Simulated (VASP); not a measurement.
# Si6O11 (a cell with a defect) in VASP: notebook

The runs below take Si6O11 (a cell with a defect) through single point, with PBE.

Program: VASP 6.6.1. These are calculated values, not measurements. Logs are shortened: lines on timing, memory, paths and dates and some standing lists are left out, and cuts for length are marked.

## (1) The cell of the first run

The cell holds a defect, 17 atoms: a = 5.021 Å, b = 5.509 Å, c = 8.696 Å, α = 90.00°, β = 90.00°, γ = 90.00°.

## (2) Single point, PBE

The input, INCAR:

```
SYSTEM = Si6O11
PREC = Accurate
ENCUT = 520
EDIFF = 1E-6
ISMEAR = 0
SIGMA = 0.05
LREAL = Auto
LASPH = .TRUE.
NELM = 60
ALGO = Normal
ISIF = 2
LWAVE = .FALSE.
LCHARG = .FALSE.
GGA = PE
NBANDS = 59
NELECT = 88.0
```

The input, KPOINTS:

```
Automatic mesh
0
G
  4 4 2
  0 0 0
```

The input, POSCAR:

```
Si6O11
1.0
   -2.5103274377      4.3480146658      0.0000000000
    0.0000000000      0.0000000000      5.5092660079
    7.5309823132      4.3480146658      0.0000000000
Si O
6 11
Direct
    0.7617495765      0.3333333333      0.2382504235
    0.2617495765      0.3333333333      0.7382504235
    0.9765008470      0.6666666667      0.5000000000
    0.4765008470      0.6666666667      0.0000000000
    0.2617495765      0.0000000000      0.2617495765
    0.7617495765      0.0000000000      0.7617495765
    0.0486521033      0.2055717715      0.2072260374
    0.5486521033      0.2055717715      0.7072260374
    0.7865130045      0.5389051049      0.3720609296
    0.2865130045      0.5389051049      0.8720609296
    0.6648348922      0.8722384382      0.9207130329
    0.2865130045      0.7944282285      0.1279390704
    0.7865130045      0.7944282285      0.6279390704
    0.6648348922      0.4610948951      0.0792869671
    0.1648348922      0.4610948951      0.5792869671
    0.3257326949     -0.0449681581      0.3792588156
    0.0486521033      0.1277615618      0.7927739626
```

Potentials or basis: VASP PAW PBE potentials, release 64 (Si, O).

The run is started by

```sh
> cat potpaw_PBE.64/Si/POTCAR potpaw_PBE.64/O/POTCAR > POTCAR
> mpirun -np 1 vasp_std > vasp.out
```

OUTCAR:

```text
SYSTEM = Si6O11
   PREC = Accurate
   ENCUT = 520
   EDIFF = 1E-6
   ISMEAR = 0
   LREAL = Auto
   LASPH = .TRUE.
   NELM = 60
   ISIF = 2
   GGA = PE
   NELECT = 88.0

 ion  position               nearest neighbor table
   1  0.762  0.333  0.238-  14 1.63   7 1.63   9 1.63   5 3.12   5 3.12   3 3.12   4 3.12
   2  0.262  0.333  0.738-  15 1.63   8 1.63  17 1.63  10 1.63   6 3.12   6 3.12   4 3.12   3 3.12

   3  0.977  0.667  0.500-  13 1.63   9 1.63  15 1.63   5 3.12   6 3.12   1 3.12   2 3.12
   4  0.477  0.667  0.000-  12 1.63  10 1.63  11 1.63  14 1.63   6 3.12   5 3.12   2 3.12   1 3.12

   5  0.262  0.000  0.262-  16 1.10  12 1.63   7 1.63   3 3.12   4 3.12   1 3.12   1 3.12
   6  0.762  0.000  0.762-  11 1.63  17 1.63  13 1.63   8 1.63   4 3.12   3 3.12   2 3.12   2 3.12

   7  0.049  0.206  0.207-   1 1.63   5 1.63
   8  0.549  0.206  0.707-   2 1.63   6 1.63
   9  0.787  0.539  0.372-   3 1.63   1 1.63
  10  0.287  0.539  0.872-   4 1.63   2 1.63
  11  0.665  0.872  0.921-   6 1.63   4 1.63
  12  0.287  0.794  0.128-   4 1.63   5 1.63
  13  0.787  0.794  0.628-   3 1.63   6 1.63
  14  0.665  0.461  0.079-   1 1.63   4 1.63
  15  0.165  0.461  0.579-   2 1.63   3 1.63
  16  0.326  0.955  0.379-   5 1.10
  17  0.049  0.128  0.793-   6 1.63   2 1.63

 -----------------------------------------------------------------------------
|                                                                             |
|           W    W    AA    RRRRR   N    N  II  N    N   GGGG   !!!           |
|           W    W   A  A   R    R  NN   N  II  NN   N  G    G  !!!           |
|           W    W  A    A  R    R  N N  N  II  N N  N  G       !!!           |
|           W WW W  AAAAAA  RRRRR   N  N N  II  N  N N  G  GGG   !            |
|           WW  WW  A    A  R   R   N   NN  II  N   NN  G    G                |
|           W    W  A    A  R    R  N    N  II  N    N   GGGG   !!!           |
|                                                                             |
|     The distance between some ions is very small. Please check the          |
|     nearest-neighbor list in the OUTCAR file.                               |
|     I HOPE YOU KNOW WHAT YOU ARE DOING!                                     |
|                                                                             |
 -----------------------------------------------------------------------------

  LATTYP: Found a simple orthorhombic cell.
 ALAT       =     5.0206548755
 B/A-ratio  =     1.0973201992
 C/A-ratio  =     1.7320508076

  Lattice vectors:

 A1 = (  -2.5103274377,   4.3480146658,   0.0000000000)
 A2 = (   0.0000000000,   0.0000000000,   5.5092660079)
 A3 = (   7.5309823132,   4.3480146658,   0.0000000000)

Analysis of symmetry for initial positions (statically):
=====================================================================
 Subroutine PRICEL returns:
 Original cell was already a primitive cell.

 Routine SETGRP: Setting up the symmetry group for a
 simple orthorhombic supercell.

 Subroutine GETGRP returns: Found  1 space group operations
 (whereof  1 operations were pure point group operations)
 out of a pool of  8 trial point group operations.

The static configuration has the point symmetry C_1 .

Analysis of symmetry for dynamics (positions and initial velocities):
=====================================================================
 Subroutine PRICEL returns:
 Original cell was already a primitive cell.

 Routine SETGRP: Setting up the symmetry group for a
 simple orthorhombic supercell.

 Subroutine GETGRP returns: Found  1 space group operations
 (whereof  1 operations were pure point group operations)
 out of a pool of  8 trial point group operations.

The dynamic configuration has the point symmetry C_1 .

 Subroutine INISYM returns: Found  1 space group operations
 (whereof  1 operations are pure point group operations),
 and found     1 'primitive' translations

----------------------------------------------------------------------------------------

                                     Primitive cell

  volume of cell :     240.5332

  direct lattice vectors                    reciprocal lattice vectors
    -2.510327438  4.348014666  0.000000000    -0.099588602  0.172492518  0.000000000
     0.000000000  0.000000000  5.509266008     0.000000000  0.000000000  0.181512383
     7.530982313  4.348014666  0.000000000     0.099588602  0.057497506  0.000000000

  length of vectors
     5.020654875  5.509266008  8.696029332     0.199177204  0.181512383  0.114995012

  position of ions in fractional coordinates (direct lattice)
     0.761749577  0.333333333  0.238250423
     0.261749577  0.333333333  0.738250423
     0.976500847  0.666666667  0.500000000
     0.476500847  0.666666667  0.000000000
     0.261749577  0.000000000  0.261749577
     0.761749577  0.000000000  0.761749577
[... 9 lines left out ...]
     0.325732695  0.955031842  0.379258816
     0.048652103  0.127761562  0.792773963

  ion indices of the primitive-cell ions
   primitive index   ion index
                 1           1
                 2           2
                 3           3
                 4           4
                 5           5
                 6           6
[... 9 lines left out ...]
                16          16
                17          17

----------------------------------------------------------------------------------------

 KPOINTS: Automatic mesh

Automatic generation of k-mesh.
 Grid dimensions read from file:
 generate k-points for:    4    4    2

 Generating k-lattice:

  Cartesian coordinates                     Fractional coordinates (reciprocal lattice)
    -0.024897150  0.043123130  0.000000000     0.250000000  0.000000000  0.000000000
     0.000000000  0.000000000  0.045378096     0.000000000  0.250000000  0.000000000
     0.049794301  0.028748753  0.000000000     0.000000000  0.000000000  0.500000000

  Length of vectors
     0.049794301  0.045378096  0.057497506

  Shift w.r.t. Gamma in fractional coordinates (k-lattice)
     0.000000000  0.000000000  0.000000000

 Subroutine IBZKPT returns following result:
 ===========================================

 Found     20 irreducible k-points:

 Following reciprocal coordinates:
            Coordinates               Weight
  0.000000  0.000000  0.000000      1.000000
  0.250000  0.000000  0.000000      2.000000
  0.500000  0.000000  0.000000      1.000000
  0.000000  0.250000  0.000000      2.000000
  0.250000  0.250000  0.000000      2.000000
  0.250000 -0.250000  0.000000      2.000000
[... 12 lines left out ...]
  0.250000  0.500000  0.500000      2.000000
  0.500000  0.500000  0.500000      1.000000
   k-points           NKPTS =     20   k-points in BZ     NKDIM =     20   number of bands    NBANDS=     59
   number of dos      NEDOS =    301   number of ions     NIONS =     17
   total plane-waves  NPLWV = 117600
   dimension x,y,z NGX =    40 NGY =   42 NGZ =   70
   dimension x,y,z NGXF=    80 NGYF=   84 NGZF=  140
   ions per type =               6  11
   NGX,Y,Z   is equivalent  to a cutoff of  13.24, 12.67, 13.38 a.u.
   NGXF,Y,Z  is equivalent  to a cutoff of  26.49, 25.35, 26.76 a.u.
 SYSTEM =  Si6O11
   PREC   = accura    normal or accurate (medium, high low for compatibility)
   ISTART =      0    job   : 0-new  1-cont  2-samecut
   ICHARG =      2    charge: 1-file 2-atom 10-const
   ISPIN  =      1    spin polarized calculation?
   LNONCOLLINEAR =      F non collinear calculations
   LSORBIT =      F    spin-orbit coupling
   LASPH  =      T    aspherical Exc in radial PAW
   ENCUT  =  520.0 eV  38.22 Ry    6.18 a.u.   9.34 10.24 16.17*2*pi/ulx,y,z
   NELM   =     60;   NELMIN=  2; NELMDL= -5     # of ELM steps
   EDIFF  = 0.1E-05   stopping-criterion for ELM
   LREAL  =      T    real-space projection
   EDIFFG = 0.1E-04   stopping-criterion for IOM
   NSW    =      0    number of steps for IOM
   IBRION =     -1    ionic relax: 0-MD 1-quasi-New 2-CG
   NFREE  =      0    steps in history (QN), initial steepest desc. (CG)
   ISIF   =      2    stress and relaxation
   ISYM   =      2    0-nonsym 1-usesym 2-fastsym
   POTIM  = 0.5000    time-step for ionic-motion
   TEBEG  =    0.0;   TEEND  =   0.0 temperature during run
   PSTRESS=    0.0 pullay stress
   NELECT =      88.0000    total number of electrons
   NUPDOWN=      -1.0000    fix difference up-down
   EMIN   =  10.00;   EMAX   =-10.00  energy-range for DOS
   EFERMI =   0.00;   METHOD = LEGACY
   ISMEAR =     0;   SIGMA  =   0.05  broadening in eV -4-tet -1-fermi 0-gaus
   EFERMI_NEDOS =   21; number of points for ismear=-14 and -15
   IALGO  =     38    algorithm
   IMIX   =      4    mixing-type and parameters
     AMIX     =   0.40;   BMIX     =  1.00
     AMIX_MAG =   1.60;   BMIX_MAG =  1.00
  volume/ion in A,a.u.               =      14.15        95.48
  Fermi-wavevector in a.u.,A,eV,Ry     =   1.170875  2.212634 18.652897  1.370949
  Thomas-Fermi vector in A             =   2.307327
   LORBIT       =      0    0 simple, 1 ext, 2 COOP (PROOUT), +10 PAW based schemes
   GGA     = PE    functional components
   LHFCALC =     F    Hartree Fock is set to
   AEXX    =    0.0000 exact exchange contribution
   IVDW    =     0    specifies the selected vdW correction
   LEPSILON=     F    determine dielectric tensor
   LRPA    =     F    only Hartree local field effects (RPA)
 non-spin polarized calculation
 Gauss-broadening in eV      SIGMA  =   0.05
  energy-cutoff  :      520.00
  volume of cell :      240.53
 maximum number of plane-waves:      6512
 NGX is ok and might be reduce to    40
   NGX = 19   NGY = 21   NGZ = 33

 number of electron      87.9999992 magnetization

 Free energy of the ion-electron system (eV)
  ---------------------------------------------------
  ext. energy  EPLUGINS =         0.00000000
  ---------------------------------------------------
  free energy    TOTEN  =      -119.56832878 eV

  energy without entropy =     -119.56169565  energy(sigma->0) =     -119.56501221

 E-fermi :   0.8202     XC(G=0):  -8.5449

 val. band max:        0.8155499232   @ k =   0.0000   0.5000   0.5000
 cond. band min:       0.8923219630   @ k =   0.0000   0.2500   0.5000
 fundamental gap:      0.0767720398
 Fermi energy:         0.8202079536

 k-point     1 :       0.0000    0.0000    0.0000
  band No.  band energies     occupation
      1     -19.3195      2.00000
      2     -18.7206      2.00000
      3     -18.2543      2.00000
      4     -18.2017      2.00000
      5     -17.9066      2.00000
      6     -17.3063      2.00000
[... 48 lines left out ...]
     55      10.2101      0.00000
     56      10.7708      0.00000

 k-point     2 :       0.2500    0.0000    0.0000
  band No.  band energies     occupation
      1     -19.2668      2.00000
      2     -18.7716      2.00000
      3     -18.3174      2.00000
      4     -18.0786      2.00000
      5     -17.8774      2.00000
      6     -17.4214      2.00000
[... 48 lines left out ...]
     55      10.3133      0.00000
     56      10.7281      0.00000

 k-point     3 :       0.5000    0.0000    0.0000
  band No.  band energies     occupation
      1     -19.1968      2.00000
      2     -18.8449      2.00000
      3     -18.3357      2.00000
      4     -17.9784      2.00000
      5     -17.8259      2.00000
      6     -17.5551      2.00000
[... 936 lines left out ...]
 k-point    19 :       0.2500    0.5000    0.5000
  band No.  band energies     occupation
      1     -19.1958      2.00000
      2     -18.8490      2.00000
      3     -18.3273      2.00000
      4     -17.9581      2.00000
      5     -17.8433      2.00000
      6     -17.6228      2.00000
[... 48 lines left out ...]
     55      10.0285      0.00000
     56      10.5197      0.00000

 k-point    20 :       0.5000    0.5000    0.5000
  band No.  band energies     occupation
      1     -19.2081      2.00000
      2     -18.8131      2.00000
      3     -18.2630      2.00000
      4     -18.0304      2.00000
      5     -17.7964      2.00000
      6     -17.5897      2.00000
[... 48 lines left out ...]
     55      10.3504      0.00000
     56      10.6121      0.00000
 [bands above 56 left out]

------------------------ aborting loop because EDIFF is reached ----------------------------------------

  FORCE on cell =-STRESS in cart. coord.  units (eV):
  Direction    XX          YY          ZZ          XY          YZ          ZX
  --------------------------------------------------------------------------------------
  -------------------------------------------------------------------------------------
  Total       17.1281477     26.4763370    -13.7401646     41.8973569    -15.3472213     -9.0059933
  in kB      114.0895524    176.3572737    -91.5224022    279.0757509   -102.2269096    -59.9883749
  external PRESSURE =      66.3081413 kB  Pullay stress =       0.0000000 kB

 VOLUME and BASIS-vectors are now :
 -----------------------------------------------------------------------------
  energy-cutoff  :      520.00
  volume of cell :      240.53
      direct lattice vectors                 reciprocal lattice vectors
    -2.510327438  4.348014666  0.000000000    -0.099588602  0.172492518  0.000000000
     0.000000000  0.000000000  5.509266008     0.000000000  0.000000000  0.181512383
     7.530982313  4.348014666  0.000000000     0.099588602  0.057497506  0.000000000

 POSITION                                       TOTAL-FORCE (eV/Angst)
 -----------------------------------------------------------------------------------
     -0.11798      4.34801      1.83642        -2.648897      1.249793      2.623365
      4.90267      4.34801      1.83642         0.718478      0.844503     -0.221510
      1.31415      6.41985      3.67284         3.132302      1.293958     -2.123293
     -1.19617      2.07183      3.67284        -0.988924     -1.898534      0.840041
      1.31415      2.27618      0.00000       -49.865638    -54.488610     14.869666
      3.82448      6.62420      0.00000         0.654157      0.426517      1.027541
[... 9 lines left out ...]
      2.03850      3.06531      5.26152        50.900784     53.521412    -16.875098
      5.84823      3.65853      0.70387        -0.217271     -0.118849      0.045478
 -----------------------------------------------------------------------------------
    total drift:                                0.005405     -0.008205     -0.001752

  FREE ENERGIE OF THE ION-ELECTRON SYSTEM (eV)
  ---------------------------------------------------
  free  energy   TOTEN  =      -119.5683287790 eV

  energy  without entropy=     -119.5616956497  energy(sigma->0) =     -119.56501221
```

Run time: 8.6 min. Hardware: 1 thread of AMD EPYC 7R13, shared host; peak memory 0.43 GiB.

What came out:

```
Free energy   : -119.5683 eV
Largest force : 75.764 eV/Å
```

Forces in eV/Å, atoms in the order of the input:
```
Si   -2.649   1.250   2.623
Si    0.718   0.845  -0.222
Si    3.132   1.294  -2.123
Si   -0.989  -1.899   0.840
Si  -49.866 -54.489  14.870
Si    0.654   0.427   1.028
O     0.677  -0.849  -0.115
O    -0.179   0.013  -0.115
O    -0.300  -0.181   0.281
O     0.146   0.232   0.037
O     0.380   0.211  -0.405
O     0.067   0.017   0.776
O    -2.225  -0.063  -0.291
O     1.129   1.120  -1.766
O    -1.380  -1.330   1.413
O    50.901  53.521 -16.875
O    -0.217  -0.119   0.045
```

Levels at points of the mesh, in eV from the Fermi level:
```csv
k point,band 41,band 42,band 43,band 44,band 45,band 46,band 47,band 48
"(0.00, 0.00, 0.00)",-0.87,-0.62,-0.54,-0.14,-0.02,2.68,5.71,6.19
"(0.50, 0.00, 0.00)",-0.85,-0.76,-0.22,-0.11,0.86,2.15,4.98,6.76
"(0.00, 0.50, 0.00)",-1.01,-0.48,-0.37,-0.01,0.29,2.18,6.01,6.42
"(0.50, 0.50, 0.00)",-0.84,-0.64,-0.59,-0.48,0.56,2.68,4.88,6.48
"(0.00, 0.00, 0.50)",-0.84,-0.58,-0.46,-0.13,-0.04,2.65,5.68,6.14
"(0.50, 0.00, 0.50)",-0.83,-0.73,-0.23,-0.12,0.87,2.13,4.98,6.69
"(0.00, 0.50, 0.50)",-0.98,-0.47,-0.39,0.00,0.28,2.20,5.98,6.44
"(0.50, 0.50, 0.50)",-0.82,-0.62,-0.54,-0.44,0.52,2.69,4.87,6.48
```

Caveat: the k points lie up to 0.36 Å⁻¹ apart; the cell carries a net charge on a neutralising background, which shifts energy and pressure; the cell differs from its parent crystal (atoms taken out, atom 16 moved 0.625 of the way to it and +0.125 Å across, host rigid); the cell is charged against a uniform background, so pressure and absolute levels hang on convention; atoms lie so close that the PAW spheres overlap strongly, which falsifies energies and pressures.

## (3) Single point, PBE

The input, INCAR:

```
SYSTEM = Si6O11
PREC = Accurate
ENCUT = 520
EDIFF = 1E-6
ISMEAR = 0
SIGMA = 0.05
LREAL = Auto
LASPH = .True.
NELM = 60
ALGO = Normal
ISIF = 2
LWAVE = .False.
LCHARG = .False.
GGA = PE
NELECT = 88.0
NBANDS = 59
```

The input, KPOINTS:

```
regular mesh
0
Gamma
  4 4 2
  0 0 0
```

POSCAR: that of step 2 with these lines changed.

```diff
@@ -23,3 +23,3 @@
     0.1648348922      0.4610948951      0.5792869671
-    0.3257326949     -0.0449681581      0.3792588156
+    0.1309021951     -0.1017060264      0.4076671648
     0.0486521033      0.1277615618      0.7927739626
```

Potentials or basis: VASP PAW PBE potentials, release 64 (Si, O).

The run is started by

```sh
> cat potpaw_PBE.64/Si/POTCAR potpaw_PBE.64/O/POTCAR > POTCAR
> mpirun -np 1 vasp_std > vasp.out
```

Wall time 11 min (1 thread of AMD EPYC 7R13, shared host); peak memory 0.42 GiB.

Results (log left out):

* Free energy: -133.1789 eV
* Largest force: 3.957 eV/Å

Forces in eV/Å, atoms in the order of the input:
```
Si  -1.272  1.030  2.312
Si   0.101 -0.074  0.128
Si   0.599  0.946  0.354
Si  -1.309 -0.885  0.314
Si  -1.828 -2.384 -0.385
Si  -0.059  0.120 -0.057
O   -0.289 -0.226  0.322
O   -0.103  0.012 -0.075
O   -0.248 -1.161 -0.932
O    0.281  0.230  0.122
O    0.511  0.108 -0.306
O    0.542  0.865  0.904
O   -0.291 -0.082 -0.036
O    0.757  0.589 -1.246
O   -0.554 -0.386  0.579
O    3.174  1.207 -2.031
O   -0.012  0.093  0.033
```

Levels at points of the mesh, in eV from the Fermi level:
```tsv
k point	band 40	band 41	band 42	band 43	band 44	band 45	band 46	band 47	band 48	band 49
(0.00, 0.00, 0.00)	-0.83	-0.70	-0.55	-0.35	-0.15	-0.03	4.58	6.38	6.78	7.20
(0.50, 0.00, 0.00)	-0.87	-0.68	-0.61	-0.05	-0.02	0.66	3.41	6.76	6.91	8.03
(0.00, 0.50, 0.00)	-0.97	-0.93	-0.24	-0.17	-0.07	0.01	4.14	6.99	7.30	8.20
(0.50, 0.50, 0.00)	-0.72	-0.58	-0.54	-0.51	-0.44	0.47	3.69	6.54	7.06	8.36
(0.00, 0.00, 0.50)	-0.79	-0.64	-0.52	-0.35	-0.16	-0.02	4.58	6.19	7.19	7.58
(0.50, 0.00, 0.50)	-0.94	-0.61	-0.57	-0.06	-0.02	0.67	3.43	6.75	6.81	7.98
(0.00, 0.50, 0.50)	-0.92	-0.85	-0.40	-0.24	-0.03	0.05	4.16	7.07	7.24	8.05
(0.50, 0.50, 0.50)	-0.74	-0.60	-0.58	-0.35	-0.33	0.43	3.69	6.55	7.04	8.41
```

Caveat: the k points lie up to 0.36 Å⁻¹ apart; the cell carries a net charge on a neutralising background, which shifts energy and pressure; the cell differs from its parent crystal (atoms taken out, atom 16 moved 1.000 of the way to it and -0.250 Å across, host rigid); the cell is charged against a uniform background, so pressure and absolute levels hang on convention.

(Continued in part 2 of 2.)
